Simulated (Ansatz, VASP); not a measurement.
## Two plane-wave programs on Au

```xyz
6
Lattice="2.9162 0.0000 0.0000 0.0000 2.9162 0.0000 0.0000 0.0000 25.3103" Properties=species:S:1:pos:R:3 pbc="T T T"
Au    1.4581    1.4581    7.5362
Au    0.0000    0.0000    9.5676
Au    1.4581    1.4581   11.6271
Au    0.0000    0.0000   13.6832
Au    1.4581    1.4581   15.7427
Au    0.0000    0.0000   17.7742
```

Alike in both runs: functional r2SCAN; k mesh 12 × 12 × 1; occupations gaussian, width 0.1 eV; no spin polarisation.

Ansatz relaxed the structure, and its values are those at the end. VASP's run is a single point on that final structure, the one shown.

|  | VASP | Ansatz |
| --- | --- | --- |
| version | VASP 6.6.1 | Ansatz 0.2.0 |
| potentials or method | VASP PAW PBE potentials, release 64 (Au), cutoff 520 eV | scalar-relativistic, plane waves, PAW |
| valence electrons in the cell | 66 | 114 |

|  | VASP | Ansatz | Ansatz less VASP |
| --- | --- | --- | --- |
| gap on the k mesh at the Fermi level (eV) | none | none | - |
| rms of the force components (eV/Å) | 0.006 | 0.003 | -0.0035 |

VASP's potentials were made for PBE, not for r2SCAN. A gap of «none» marks a metal or a gap that the smearing closes. VASP's potentials hold 66 valence electrons a cell and Ansatz's 114, so a difference there can come from the potentials and not from the codes. Ansatz's warnings: xc potential rough in thin density.

Spin-orbit coupling is off throughout.
